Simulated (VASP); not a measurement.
# Zr2AlN3 (P3m1) in VASP: single point with PBE

Aim: the single point of Zr2AlN3 with PBE.

All numbers are computed with VASP 6.6.1; they aren't measurements. Logs are shortened: lines on timing, memory, paths and dates and some standing lists are left out, and cuts for length are marked.

## (1) The cell of the first run

Symmetry: P3m1, No. 156, trigonal system. The conventional cell has a = 3.372 Å, b = 3.372 Å, c = 16.803 Å, α = 90.00°, β = 90.00°, γ = 120.00°. Within 2.7 Å of Zr (site symmetry 3m) lie 4 N at 2.05 to 2.12 Å. Zr (site symmetry 3m) has 4 N at 2.14 to 2.18 Å within 2.8 Å. Zr (site symmetry 3m) has 4 N at 2.09 to 2.18 Å within 2.8 Å. Zr (site symmetry 3m) has 4 N at 2.09 to 2.26 Å within 2.8 Å. Al (site symmetry 3m) has 4 N at 1.91 to 2.00 Å within 2.5 Å. Within 2.5 Å of Al (site symmetry 3m) lie 4 N at 1.91 to 2.00 Å. N (site symmetry 3m) has 4 Zr at 2.05 to 2.18 Å within 2.7 Å. N (site symmetry 3m) has 4 Zr at 2.09 to 2.18 Å within 2.8 Å.

## (2) Single point, PBE

Contents of INCAR:

```
SYSTEM = Zr2AlN3
PREC     = Accurate       ! precision mode
ENCUT    = 520            ! plane-wave cutoff, eV
EDIFF    = 1E-7           ! SCF threshold, eV
ISMEAR   = 0              ! smearing method
SIGMA    = 0.1            ! smearing width, eV
LREAL    = .FALSE.        ! projectors in reciprocal space
LASPH    = .TRUE.         ! aspherical terms in the spheres
NELM     = 100            ! most SCF steps
ALGO     = Normal         ! electronic algorithm
ISIF     = 2              ! what is computed and relaxed
LWAVE    = .FALSE.        ! write WAVECAR
LCHARG   = .FALSE.        ! write CHGCAR
GGA      = PE             ! functional
NBANDS   = 54             ! bands
```

Contents of KPOINTS:

```
regular mesh
0
G
  12 12 4
  0 0 0
```

Contents of POSCAR:

```
Zr2AlN3
1.0
    3.3720798260      0.0000000000      0.0000000000
   -1.6860399130      2.9203067929      0.0000000000
    0.0000000000      0.0000000000     16.8028666008
Zr Al N
4 2 6
Direct
    0.3333333333      0.6666666667      0.9845919187
    0.3333333333      0.6666666667      0.3428609007
    0.6666666667      0.3333333333      0.1654255585
    0.6666666667      0.3333333333      0.5173714853
    0.3333333333      0.6666666667      0.6799809261
    0.6666666667      0.3333333333      0.8201259953
    0.3333333333      0.6666666667      0.1068872007
    0.3333333333      0.6666666667      0.4728225967
    0.3333333333      0.6666666667      0.7939377917
    0.6666666667      0.3333333333      0.2900294382
    0.6666666667      0.3333333333      0.6520448117
    0.6666666667      0.3333333333      0.9339213765
```

Potentials or basis: VASP PAW PBE potentials, release 64 (Zr_sv, Al, N).

On the command line:

```bash
$ cat potpaw_PBE.64/Zr_sv/POTCAR potpaw_PBE.64/Al/POTCAR potpaw_PBE.64/N/POTCAR > POTCAR
$ mpirun -np 1 vasp_std > vasp.out
```

OUTCAR:

```text
SYSTEM = Zr2AlN3
   PREC = Accurate
   ENCUT = 520
   EDIFF = 1E-7
   ISMEAR = 0
   LREAL = .FALSE.
   LASPH = .TRUE.
   NELM = 100
   ISIF = 2
   GGA = PE

 ion  position               nearest neighbor table
   1  0.333  0.667  0.985-   7 2.05  12 2.12  12 2.12  12 2.12   6 3.38   6 3.38   6 3.38   3 3.61
                             3 3.61   3 3.61
   2  0.333  0.667  0.343-  10 2.14  10 2.14  10 2.14   8 2.18   4 3.52   4 3.52   4 3.52   3 3.56
                             3 3.56   3 3.56
   3  0.667  0.333  0.165-  10 2.09   7 2.18   7 2.18   7 2.18   2 3.56   2 3.56   2 3.56   1 3.61
                             1 3.61   1 3.61
   4  0.667  0.333  0.517-   8 2.09   8 2.09   8 2.09  11 2.26   5 3.35   5 3.35   5 3.35   2 3.52
                             2 3.52   2 3.52
   5  0.333  0.667  0.680-   9 1.91  11 2.00  11 2.00  11 2.00   6 3.06   6 3.06   6 3.06   4 3.35
                             4 3.35   4 3.35
   6  0.667  0.333  0.820-  12 1.91   9 2.00   9 2.00   9 2.00   5 3.06   5 3.06   5 3.06   1 3.38
                             1 3.38   1 3.38
   7  0.333  0.667  0.107-   1 2.05   3 2.18   3 2.18   3 2.18
   8  0.333  0.667  0.473-   4 2.09   4 2.09   4 2.09   2 2.18
   9  0.333  0.667  0.794-   5 1.91   6 2.00   6 2.00   6 2.00
  10  0.667  0.333  0.290-   3 2.09   2 2.14   2 2.14   2 2.14
  11  0.667  0.333  0.652-   5 2.00   5 2.00   5 2.00   4 2.26
  12  0.667  0.333  0.934-   6 1.91   1 2.12   1 2.12   1 2.12

  LATTYP: Found a hexagonal cell.
 ALAT       =     3.3720798260
 C/A-ratio  =     4.9829385625

  Lattice vectors:

 A1 = (   3.3720798260,   0.0000000000,   0.0000000000)
 A2 = (  -1.6860399130,   2.9203067929,   0.0000000000)
 A3 = (   0.0000000000,   0.0000000000,  16.8028666008)

Analysis of symmetry for initial positions (statically):
=====================================================================
 Subroutine PRICEL returns:
 Original cell was already a primitive cell.

 Routine SETGRP: Setting up the symmetry group for a
 hexagonal supercell.

 Subroutine GETGRP returns: Found  6 space group operations
 (whereof  6 operations were pure point group operations)
 out of a pool of 24 trial point group operations.

The static configuration has the point symmetry C_3v.

Analysis of symmetry for dynamics (positions and initial velocities):
=====================================================================
 Subroutine PRICEL returns:
 Original cell was already a primitive cell.

 Routine SETGRP: Setting up the symmetry group for a
 hexagonal supercell.

 Subroutine GETGRP returns: Found  6 space group operations
 (whereof  6 operations were pure point group operations)
 out of a pool of 24 trial point group operations.
[... 131 lines left out ...]
   PSTRESS=    0.0 pullay stress
   NELECT =      84.0000    total number of electrons
   NUPDOWN=      -1.0000    fix difference up-down
   EMIN   =  10.00;   EMAX   =-10.00  energy-range for DOS
   EFERMI =   0.00;   METHOD = LEGACY
   ISMEAR =     0;   SIGMA  =   0.10  broadening in eV -4-tet -1-fermi 0-gaus
   EFERMI_NEDOS =   21; number of points for ismear=-14 and -15
   IALGO  =     38    algorithm
   IMIX   =      4    mixing-type and parameters
     AMIX     =   0.40;   BMIX     =  1.00
     AMIX_MAG =   1.60;   BMIX_MAG =  1.00
  volume/ion in A,a.u.               =      13.79        93.05
  Fermi-wavevector in a.u.,A,eV,Ry     =   1.305964  2.467915 23.205324  1.705543
  Thomas-Fermi vector in A             =   2.436798
   LORBIT       =      0    0 simple, 1 ext, 2 COOP (PROOUT), +10 PAW based schemes
   GGA     = PE    functional components
   LHFCALC =     F    Hartree Fock is set to
   AEXX    =    0.0000 exact exchange contribution
   IVDW    =     0    specifies the selected vdW correction
   LEPSILON=     F    determine dielectric tensor
   LRPA    =     F    only Hartree local field effects (RPA)
 non-spin polarized calculation
 Gauss-broadening in eV      SIGMA  =   0.10
  energy-cutoff  :      520.00
  volume of cell :      165.47
 maximum number of plane-waves:      4515
 NGX is ok and might be reduce to    28
   NGX = 13   NGY = 13   NGZ = 63

 number of electron      83.9999998 magnetization

 Free energy of the ion-electron system (eV)
  ---------------------------------------------------
  ext. energy  EPLUGINS =         0.00000000
  ---------------------------------------------------
  free energy    TOTEN  =      -106.28003263 eV

  energy without entropy =     -106.25184538  energy(sigma->0) =     -106.26593900

 E-fermi :   8.8245     XC(G=0): -10.9772

 val. band max:        8.7980625770   @ k =  -0.0833   0.4167   0.2500
 cond. band min:       8.8428670763   @ k =   0.2500  -0.0000   0.2500
 fundamental gap:      0.0448044992
 Fermi energy:         8.8245418263

 k-point     1 :       0.0000    0.0000    0.0000
  band No.  band energies     occupation
      1     -40.6674      2.00000
      2     -40.4780      2.00000
      3     -40.2917      2.00000
      4     -40.2623      2.00000
      5     -19.0112      2.00000
      6     -18.8517      2.00000
[... 1357 lines left out ...]
     53      11.6312      0.00000
     54      12.7341      0.00000

 [... further k-points ...]
[... 5 lines left out ...]
  --------------------------------------------------------------------------------------
  -------------------------------------------------------------------------------------
  Total        0.0434181      0.0434181      0.1493406      0.0000000      0.0000000      0.0000000
  in kB        0.4204084      0.4204084      1.4460351      0.0000000      0.0000000      0.0000000
  external PRESSURE =       0.7622839 kB  Pullay stress =       0.0000000 kB

 VOLUME and BASIS-vectors are now :
 -----------------------------------------------------------------------------
  energy-cutoff  :      520.00
  volume of cell :      165.47
      direct lattice vectors                 reciprocal lattice vectors
     3.372079826  0.000000000  0.000000000     0.296552885  0.171214888  0.000000000
    -1.686039913  2.920306793  0.000000000     0.000000000  0.342429776  0.000000000
     0.000000000  0.000000000 16.802866601     0.000000000  0.000000000  0.059513655

 POSITION                                       TOTAL-FORCE (eV/Angst)
 -----------------------------------------------------------------------------------
     -0.00000      1.94687     16.54397        -0.000000      0.000000     -0.003891
     -0.00000      1.94687      5.76105         0.000000     -0.000000      0.006211
      1.68604      0.97344      2.77962         0.000000     -0.000000     -0.003442
      1.68604      0.97344      8.69332        -0.000000      0.000000      0.007547
     -0.00000      1.94687     11.42563         0.000000     -0.000000      0.003047
      1.68604      0.97344     13.78047        -0.000000      0.000000      0.006717
     -0.00000      1.94687      1.79601         0.000000     -0.000000      0.005529
     -0.00000      1.94687      7.94478        -0.000000     -0.000000     -0.010187
     -0.00000      1.94687     13.34043         0.000000     -0.000000     -0.003734
      1.68604      0.97344      4.87333        -0.000000      0.000000      0.002941
      1.68604      0.97344     10.95622         0.000000     -0.000000      0.015686
      1.68604      0.97344     15.69256         0.000000      0.000000     -0.026425
 -----------------------------------------------------------------------------------
    total drift:                               -0.000000     -0.000000      0.000466

  FREE ENERGIE OF THE ION-ELECTRON SYSTEM (eV)
  ---------------------------------------------------
  free  energy   TOTEN  =      -106.2800326255 eV

  energy  without entropy=     -106.2518453830  energy(sigma->0) =     -106.26593900
```

stdout:

```text
POSCAR found type information on POSCAR ZrAlN
 POSCAR found :  3 types and      12 ions
 scaLAPACK will be used
 LDA part: xc-table for (Slater+PW92), standard interpolation
 POSCAR, INCAR and KPOINTS ok, starting setup
 FFT: planning ... GRIDC
 FFT: planning ... GRID_SOFT
 FFT: planning ... GRID
 WAVECAR not read
 entering main loop
```

It took 18 min on 1 thread of Intel Xeon Platinum 8259CL at 2.50GHz (Skylake/Cascade Lake), shared host; peak memory 0.62 GiB.

What came out:

```yaml
Free_energy: -106.2800 eV
Pressure: 0.1 GPa
Largest_force: 0.026 eV/Å
Band_gap_on_the_k_mesh: zero (band 42 reaches 9.51 eV, above the bottom of band 43 at 8.64 eV)
```

Forces on the atoms (eV/Å):
```
Zr   0.000  0.000 -0.004
Zr   0.000  0.000  0.006
Zr   0.000  0.000 -0.003
Zr   0.000  0.000  0.008
Al   0.000  0.000  0.003
Al   0.000  0.000  0.007
N    0.000  0.000  0.006
N    0.000  0.000 -0.010
N    0.000  0.000 -0.004
N    0.000  0.000  0.003
N    0.000  0.000  0.016
N    0.000  0.000 -0.026
```

Stress tensor (GPa, compression positive):
```
0.04 0.00 0.00
0.00 0.04 0.00
0.00 0.00 0.14
```
